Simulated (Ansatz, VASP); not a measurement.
## One calculation of GaSb, two programs

File POSCAR:

```
GaSb
1.0
    0.0000000000      3.0664655913      3.0664655913
    3.0664655913      0.0000000000      3.0664655913
    3.0664655913      3.0664655913      0.0000000000
Ga Sb
1 1
Direct
    0.0000000000      0.0000000000      0.0000000000
    0.2500000000      0.2500000000      0.2500000000
```

INCAR.step1

```
PREC = Accurate ; ENCUT = 520
ISMEAR = 0 ; SIGMA = 0.01
LREAL = F ; LASPH = T
NELM = 150 ; MAGMOM = 0 0 0 0 0 0
LSORBIT = T ; GGA_COMPAT = F
NBANDS = 30 ; GGA = PE
ALGO = Normal ; EDIFF = 1E-4
LWAVE = T ; LCHARG = F
```

INCAR.step2

```
PREC = Accurate ; ENCUT = 520
EDIFF = 1E-6 ; ISMEAR = 0
SIGMA = 0.01 ; LREAL = F
LASPH = T ; NELM = 150
ALGO = Normal ; ISIF = 2
LWAVE = F ; LCHARG = T
MAGMOM = 0 0 0 0 0 0 ; LORBIT = 11
LSORBIT = T ; GGA_COMPAT = F
LORBMOM = T ; METAGGA = R2SCAN
LMIXTAU = T ; LVHAR = T
NBANDS = 30 ; ISTART = 1
```

File KPOINTS:

```
regular mesh
0
Gamma
  8 8 8
```

Input for Ansatz:

```yaml
crystal:
  lattice:
    - [0.0, 3.0664655913, 3.0664655913]
    - [3.0664655913, 0.0, 3.0664655913]
    - [3.0664655913, 3.0664655913, 0.0]
  atoms:
    - { symbol: Ga, position: [0.0, 0.0, 0.0] }
    - { symbol: Sb, position: [0.25, 0.25, 0.25] }
basis:
  ecutwfc: 500
kpoints:
  mp_grid: { grid: [8, 8, 8] }
  band_path:
    path:
      - [0.0, 0.0, 0.0]
      - [0.0, 0.0, 0.0]
      - [0.4135354923, 0.4135354923, 0.0]
      - [0.5, 0.5, 0.5]
      - [0.0058565179, 0.0058565179, 0.0]
      - [-0.0058565179, -0.0058565179, 0.0]
      - [0.0067625243, 0.0067625243, 0.0067625243]
      - [-0.0067625243, -0.0067625243, -0.0067625243]
      - [0.0058565179, 0.0058565179, 0.0]
      - [-0.0058565179, -0.0058565179, 0.0]
      - [0.4193920101, 0.4193920101, 0.0]
      - [0.4076789744, 0.4076789744, 0.0]
      - [0.4135354923, 0.4193920101, 0.0058565179]
      - [0.4135354923, 0.4076789744, -0.0058565179]
      - [0.5067625243, 0.5067625243, 0.5067625243]
      - [0.4932374757, 0.4932374757, 0.4932374757]
      - [0.4958588165, 0.5041411835, 0.5]
      - [0.5041411835, 0.4958588165, 0.5]
    npoints: 1
hamiltonian:
  xc: r2scan
  pseudopotentials: { kind: paw_fr, azcp: { folder: soft_1 } }
scf:
  occupations: { method: fixed }
  n_extra_bands: 10
output:
  eigenvalues: true
magnetization:
  noncollinear: true
  spin_orbit: true
```

Alike in both runs: task single point; functional r2SCAN; k mesh 8 × 8 × 8; non-collinear spin, spin-orbit coupling.

|  | VASP | Ansatz |
| --- | --- | --- |
| version | VASP 6.6.1 | Ansatz 0.2.0 |
| potentials or method | VASP PAW PBE potentials, release 64 (Ga_d, Sb), cutoff 520 eV | plane waves, PAW |
| occupations | gaussian, width 0.01 eV | fixed |
| valence electrons in the cell | 18 | 28 |

|  | VASP | Ansatz | Ansatz less VASP |
| --- | --- | --- | --- |
| net moment per atom (μB) | 0.00 | 0.00 | 0.000 |

VASP's potentials were made for PBE, not for r2SCAN. VASP's potentials hold 18 valence electrons a cell and Ansatz's 28, so a difference there can come from the potentials and not from the codes.
